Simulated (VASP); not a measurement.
# AgCl (Pm-3m) in VASP: single point with PBE

Aim: the single point of AgCl with PBE.

All numbers are computed with VASP 6.6.1; they aren't measurements. Logs are shortened: lines on timing, memory, paths and dates and some standing lists are left out, and cuts for length are marked.

## (1) The cell of the first run

It takes space group Pm-3m (No. 221, cubic). The conventional cell has a = 3.226 Å, b = 3.226 Å, c = 3.226 Å, α = 90.00°, β = 90.00°, γ = 90.00°. Ag (site symmetry m-3m) has 8 Cl at 2.79 Å and 6 Ag at 3.23 Å within 3.7 Å. Cl (site symmetry m-3m) has 8 Ag at 2.79 Å and 6 Cl at 3.23 Å within 3.7 Å.

## (2) Single point, PBE (strain -5.0%)

Contents of INCAR:

```
PREC = Accurate
ENCUT = 630
EDIFF = 1E-6
ISMEAR = -1
SIGMA = 0.02
LREAL = False
LASPH = True
NELM = 120
ALGO = Normal
ISIF = 2
LWAVE = False
LCHARG = False
GGA = PE
NBANDS = 20
GGA_COMPAT = False
```

Contents of KPOINTS:

```
regular mesh
0
Gamma
  8 8 8
```

Contents of POSCAR:

```
AgCl
1.0
    3.2261481986      0.0000000000      0.0000000000
    0.0000000000      3.2261481986      0.0000000000
    0.0000000000      0.0000000000      3.2261481986
Ag Cl
1 1
Direct
    0.0000000000      0.0000000000      0.0000000000
    0.5000000000      0.5000000000      0.5000000000
```

Potentials or basis: VASP PAW PBE potentials, release 64 (Ag_sv_GW, Cl).

Run with:

```console
$ cat potpaw_PBE.64/Ag_sv_GW/POTCAR potpaw_PBE.64/Cl/POTCAR > POTCAR
$ mpirun -np 1 vasp_std > vasp.out
```

OUTCAR:

```text
PREC = Accurate
   ENCUT = 630
   EDIFF = 1E-6
   ISMEAR = -1
   LREAL = False
   LASPH = True
   NELM = 120
   ISIF = 2
   GGA = PE

 ion  position               nearest neighbor table
   1  0.000  0.000  0.000-
   2  0.500  0.500  0.500-

  LATTYP: Found a simple cubic cell.
 ALAT       =     3.2261481986

  Lattice vectors:

 A1 = (   3.2261481986,   0.0000000000,   0.0000000000)
 A2 = (   0.0000000000,   3.2261481986,   0.0000000000)
 A3 = (   0.0000000000,   0.0000000000,   3.2261481986)

Analysis of symmetry for initial positions (statically):
=====================================================================
 Subroutine PRICEL returns:
 Original cell was already a primitive cell.

 Routine SETGRP: Setting up the symmetry group for a
 simple cubic supercell.

 Subroutine GETGRP returns: Found 48 space group operations
 (whereof 48 operations were pure point group operations)
 out of a pool of 48 trial point group operations.

The static configuration has the point symmetry O_h .

Analysis of symmetry for dynamics (positions and initial velocities):
=====================================================================
 Subroutine PRICEL returns:
 Original cell was already a primitive cell.

 Routine SETGRP: Setting up the symmetry group for a
 simple cubic supercell.

 Subroutine GETGRP returns: Found 48 space group operations
 (whereof 48 operations were pure point group operations)
 out of a pool of 48 trial point group operations.

The dynamic configuration has the point symmetry O_h .

 Subroutine INISYM returns: Found 48 space group operations
 (whereof 48 operations are pure point group operations),
 and found     1 'primitive' translations

----------------------------------------------------------------------------------------

                                     Primitive cell

  volume of cell :      33.5779

  direct lattice vectors                    reciprocal lattice vectors
     3.226148199  0.000000000  0.000000000     0.309967162  0.000000000  0.000000000
     0.000000000  3.226148199  0.000000000     0.000000000  0.309967162  0.000000000
     0.000000000  0.000000000  3.226148199     0.000000000  0.000000000  0.309967162

  length of vectors
     3.226148199  3.226148199  3.226148199     0.309967162  0.309967162  0.309967162

  position of ions in fractional coordinates (direct lattice)
     0.000000000  0.000000000  0.000000000
     0.500000000  0.500000000  0.500000000

  ion indices of the primitive-cell ions
   primitive index   ion index
                 1           1
                 2           2

----------------------------------------------------------------------------------------

 KPOINTS: regular mesh

Automatic generation of k-mesh.
 Grid dimensions read from file:
 generate k-points for:    8    8    8

 Generating k-lattice:

  Cartesian coordinates                     Fractional coordinates (reciprocal lattice)
     0.038745895  0.000000000  0.000000000     0.125000000  0.000000000  0.000000000
     0.000000000  0.038745895  0.000000000     0.000000000  0.125000000  0.000000000
     0.000000000  0.000000000  0.038745895     0.000000000  0.000000000  0.125000000

  Length of vectors
     0.038745895  0.038745895  0.038745895

  Shift w.r.t. Gamma in fractional coordinates (k-lattice)
     0.000000000  0.000000000  0.000000000

 Subroutine IBZKPT returns following result:
 ===========================================

 Found     35 irreducible k-points:

 Following reciprocal coordinates:
            Coordinates               Weight
  0.000000  0.000000  0.000000      1.000000
  0.125000  0.000000  0.000000      6.000000
  0.250000  0.000000  0.000000      6.000000
  0.375000  0.000000  0.000000      6.000000
  0.500000  0.000000  0.000000      3.000000
  0.125000  0.125000  0.000000     12.000000
[... 16 lines left out ...]
  0.375000  0.375000  0.125000     24.000000
  0.500000  0.375000  0.125000     24.000000
 [... further k-points ...]
   k-points           NKPTS =     35   k-points in BZ     NKDIM =     35   number of bands    NBANDS=     20
   number of dos      NEDOS =    301   number of ions     NIONS =      2
   total plane-waves  NPLWV =  21952
   dimension x,y,z NGX =    28 NGY =   28 NGZ =   28
   dimension x,y,z NGXF=    56 NGYF=   56 NGZF=   56
   ions per type =               1   1
   NGX,Y,Z   is equivalent  to a cutoff of  14.43, 14.43, 14.43 a.u.
   NGXF,Y,Z  is equivalent  to a cutoff of  28.86, 28.86, 28.86 a.u.
 SYSTEM =  unknown system
   PREC   = accura    normal or accurate (medium, high low for compatibility)
   ISTART =      0    job   : 0-new  1-cont  2-samecut
   ICHARG =      2    charge: 1-file 2-atom 10-const
   ISPIN  =      1    spin polarized calculation?
   LNONCOLLINEAR =      F non collinear calculations
   LSORBIT =      F    spin-orbit coupling
   LASPH  =      T    aspherical Exc in radial PAW
   ENCUT  =  630.0 eV  46.30 Ry    6.80 a.u.   6.60  6.60  6.60*2*pi/ulx,y,z
   NELM   =    120;   NELMIN=  2; NELMDL= -5     # of ELM steps
   EDIFF  = 0.1E-05   stopping-criterion for ELM
   LREAL  =      F    real-space projection
   EDIFFG = 0.1E-04   stopping-criterion for IOM
   NSW    =      0    number of steps for IOM
   IBRION =     -1    ionic relax: 0-MD 1-quasi-New 2-CG
   NFREE  =      0    steps in history (QN), initial steepest desc. (CG)
   ISIF   =      2    stress and relaxation
   ISYM   =      2    0-nonsym 1-usesym 2-fastsym
   POTIM  = 0.5000    time-step for ionic-motion
   TEBEG  =    0.0;   TEEND  =   0.0 temperature during run
   PSTRESS=    0.0 pullay stress
   NELECT =      26.0000    total number of electrons
   NUPDOWN=      -1.0000    fix difference up-down
   EMIN   =  10.00;   EMAX   =-10.00  energy-range for DOS
   EFERMI =   0.00;   METHOD = LEGACY
   ISMEAR =    -1;   SIGMA  =   0.02  broadening in eV -4-tet -1-fermi 0-gaus
   EFERMI_NEDOS =   21; number of points for ismear=-14 and -15
   IALGO  =     38    algorithm
   IMIX   =      4    mixing-type and parameters
     AMIX     =   0.40;   BMIX     =  1.00
     AMIX_MAG =   1.60;   BMIX_MAG =  1.00
  volume/ion in A,a.u.               =      16.79       113.30
  Fermi-wavevector in a.u.,A,eV,Ry     =   1.503309  2.840842 30.748329  2.259938
  Thomas-Fermi vector in A             =   2.614436
   LORBIT       =      0    0 simple, 1 ext, 2 COOP (PROOUT), +10 PAW based schemes
   GGA     = PE    functional components
   LHFCALC =     F    Hartree Fock is set to
   AEXX    =    0.0000 exact exchange contribution
   IVDW    =     0    specifies the selected vdW correction
   LEPSILON=     F    determine dielectric tensor
   LRPA    =     F    only Hartree local field effects (RPA)
 non-spin polarized calculation
  energy-cutoff  :      630.00
  volume of cell :       33.58
 maximum number of plane-waves:      1231
 NGX is ok and might be reduce to    28
   NGX = 13   NGY = 13   NGZ = 13

 number of electron      26.0000002 magnetization

 Free energy of the ion-electron system (eV)
  ---------------------------------------------------
  ext. energy  EPLUGINS =         0.00000000
  ---------------------------------------------------
  free energy    TOTEN  =        -2.81299832 eV

  energy without entropy =       -2.81299832  energy(sigma->0) =       -2.81299832

 E-fermi :   6.2529     XC(G=0): -11.5645

 val. band max:        5.8768750544   @ k =   0.5000   0.0000   0.0000
 cond. band min:       6.5925022193   @ k =   0.0000   0.0000   0.0000
 fundamental gap:      0.7156271650
 Fermi energy:         6.2529034211

 k-point     1 :       0.0000    0.0000    0.0000
  band No.  band energies     occupation
      1     -84.2844      2.00000
      2     -47.8001      2.00000
      3     -47.8001      2.00000
      4     -47.8001      2.00000
      5     -10.0287      2.00000
      6       2.2070      2.00000
[... 12 lines left out ...]
     19      21.0553      0.00000
     20      22.7087      0.00000

 k-point     2 :       0.1250    0.0000    0.0000
  band No.  band energies     occupation
      1     -84.2843      2.00000
      2     -47.8034      2.00000
      3     -47.7998      2.00000
      4     -47.7998      2.00000
      5      -9.9307      2.00000
      6       1.8936      2.00000
[... 12 lines left out ...]
     19      20.4118      0.00000
     20      22.5971      0.00000

 k-point     3 :       0.2500    0.0000    0.0000
  band No.  band energies     occupation
      1     -84.2839      2.00000
      2     -47.8116      2.00000
      3     -47.7992      2.00000
      4     -47.7992      2.00000
      5      -9.6767      2.00000
      6       0.7105      2.00000
[... 12 lines left out ...]
     19      20.3307      0.00000
     20      22.3360      0.00000

 k-point     4 :       0.3750    0.0000    0.0000
  band No.  band energies     occupation
      1     -84.2835      2.00000
      2     -47.8197      2.00000
      3     -47.7986      2.00000
      4     -47.7986      2.00000
      5      -9.3919      2.00000
      6      -0.3726      2.00000
[... 12 lines left out ...]
     19      22.0859      0.00000
     20      22.4618      0.00000

 k-point     5 :       0.5000    0.0000    0.0000
  band No.  band energies     occupation
      1     -84.2833      2.00000
      2     -47.8231      2.00000
      3     -47.7984      2.00000
      4     -47.7984      2.00000
      5      -9.2626      2.00000
      6      -0.7894      2.00000
[... 12 lines left out ...]
     19      21.9851      0.00000
     20      22.7233      0.00000
[... 353 lines left out ...]
      6       0.3109      2.00000
[... 12 lines left out ...]
     19      19.9668      0.00000
     20      23.5532      0.00000

 k-point    22 :       0.5000    0.2500    0.1250
  band No.  band energies     occupation
      1     -84.2826      2.00000
      2     -47.8218      2.00000
      3     -47.8094      2.00000
      4     -47.8008      2.00000
      5      -8.9835      2.00000
      6       0.0003      2.00000
[... 12 lines left out ...]
     19      20.1609      0.00000
     20      24.1252      0.00000

 k-point    23 :       0.3750    0.3750    0.1250
  band No.  band energies     occupation
      1     -84.2824      2.00000
      2     -47.8177      2.00000
      3     -47.8176      2.00000
      4     -47.8004      2.00000
      5      -8.8969      2.00000
      6       0.6144      2.00000
[... 12 lines left out ...]
     19      20.5583      0.00000
     20      22.9840      0.00000

 k-point    24 :       0.5000    0.3750    0.1250
  band No.  band energies     occupation
      1     -84.2823      2.00000
      2     -47.8210      2.00000
      3     -47.8174      2.00000
      4     -47.8002      2.00000
      5      -8.8148      2.00000
      6       0.5277      2.00000
[... 12 lines left out ...]
     19      20.7438      0.00000
     20      22.2833      0.00000

 [... further k-points ...]

------------------------ aborting loop because EDIFF is reached ----------------------------------------

  FORCE on cell =-STRESS in cart. coord.  units (eV):
  Direction    XX          YY          ZZ          XY          YZ          ZX
  --------------------------------------------------------------------------------------
  -------------------------------------------------------------------------------------
  Total        2.9586124      2.9586124      2.9586124     -0.0000000     -0.0000000      0.0000000
  in kB      141.1710716    141.1710716    141.1710716     -0.0000000     -0.0000000      0.0000000
  external PRESSURE =     141.1710716 kB  Pullay stress =       0.0000000 kB

 VOLUME and BASIS-vectors are now :
 -----------------------------------------------------------------------------
  energy-cutoff  :      630.00
  volume of cell :       33.58
      direct lattice vectors                 reciprocal lattice vectors
     3.226148199  0.000000000  0.000000000     0.309967162  0.000000000  0.000000000
     0.000000000  3.226148199  0.000000000     0.000000000  0.309967162  0.000000000
     0.000000000  0.000000000  3.226148199     0.000000000  0.000000000  0.309967162

 POSITION                                       TOTAL-FORCE (eV/Angst)
 -----------------------------------------------------------------------------------
      0.00000      0.00000      0.00000         0.000000      0.000000      0.000000
      1.61307      1.61307      1.61307         0.000000      0.000000      0.000000
 -----------------------------------------------------------------------------------
    total drift:                               -0.000000      0.000000     -0.000000

  FREE ENERGIE OF THE ION-ELECTRON SYSTEM (eV)
  ---------------------------------------------------
  free  energy   TOTEN  =        -2.8129983236 eV

  energy  without entropy=       -2.8129983235  energy(sigma->0) =       -2.81299832
```

It took 28 s on 1 thread of Intel Xeon Platinum 8488C (Sapphire Rapids), shared host; peak memory 0.18 GiB.

Results:

```yaml
Free_energy: -2.8130 eV
Pressure: 14.1 GPa
Band_gap_on_the_k_mesh: 0.72 eV (least direct gap 2.88 eV)
```

Caveat: the cell differs from its parent crystal (strain -5.0%); the cell stands under pressure; the structure was generated, so it needn't be the stable form of AgCl; semilocal functionals underestimate gaps, and a narrow one can read as zero. A k mesh can miss the band edges.
